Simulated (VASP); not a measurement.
Here is a VASP 6.6.1 calculation.

Contents of INCAR:

```
SYSTEM = Co
ALGO     = Normal         ! electronic algorithm
EDIFF    = 1E-6           ! SCF threshold, eV
ENCUT    = 520            ! plane-wave cutoff, eV
ISIF     = 2              ! what is computed and relaxed
ISMEAR   = -1             ! smearing method
ISPIN    = 2              ! spin polarisation
LASPH    = .True.         ! aspherical terms in the spheres
LCHARG   = .False.        ! write CHGCAR
LMAXMIX  = 4              ! l up to which the mixer works
LORBIT   = 11             ! projections on sites
LREAL    = .False.        ! projectors in reciprocal space
LWAVE    = .False.        ! write WAVECAR
MAGMOM   = 1.655 1.655    ! initial moments
NBANDS   = 20             ! bands
NELM     = 150            ! most SCF steps
PREC     = Accurate       ! precision mode
SIGMA    = 0.05           ! smearing width, eV
```

Contents of KPOINTS:

```
k-points
0
Gamma
  13 13 13
  0 0 0
```

Contents of POSCAR:

```
Co
1.0
    2.7705954749      0.0000000000      0.0000000000
    0.0000000000      2.7705954749      0.0000000000
    0.0000000000      0.0000000000      2.7705954749
Co
2
Direct
    0.0000000000      0.0000000000      0.0000000000
    0.5000000000      0.5000000000      0.5000000000
```

Potentials or basis: VASP PAW LDA potentials, release 64 (Co).

Launch:

```bash
$ cat potpaw_LDA.64/Co/POTCAR > POTCAR
$ mpirun -np 1 vasp_std > vasp.out
```

**Question.** Predict the pressure.

**Answer.** -10.8 GPa.

**Question.** Estimate the net moment.

**Answer.** 3.28 μB per cell.

**Question.** What does it give for the site moments?

**Answer.** Co +1.64 μB.
